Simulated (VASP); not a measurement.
Input of a VASP 6.6.1 run:

Contents of INCAR:

```
SYSTEM = K
  ALGO = Normal
  EDIFF = 1E-7
  ENCUT = 520
  GGA = RE
  ISIF = 2
  ISMEAR = -1
  LASPH = .TRUE.
  LCHARG = .FALSE.
  LREAL = .FALSE.
  LWAVE = .FALSE.
  NBANDS = 10
  NELM = 100
  PREC = Accurate
  SIGMA = 0.1
```

File KPOINTS:

```
k-points
0
G
  14 14 14
  0 0 0
```

Contents of POSCAR:

```
K
1.0
   -2.7811650544      2.7811650544      2.7811650544
    2.7811650544     -2.7811650544      2.7811650544
    2.7811650544      2.7811650544     -2.7811650544
K
1
Direct
    0.0000000000      0.0000000000      0.0000000000
```

Potentials or basis: VASP PAW PBE potentials, release 64 (K_sv).

Launch:

```sh
$ cat potpaw_PBE.64/K_sv/POTCAR > POTCAR
$ mpirun -np 1 vasp_std > vasp.out
```

Question: What does it give for the band gap on the k mesh?

Answer: Zero (an odd number of electrons rules out a gap without spin polarisation).

Question: Estimate the pressure.

Answer: -0.2 GPa.

Caveat: the PAW data sets were made with another functional, which shifts forces and pressure a little.
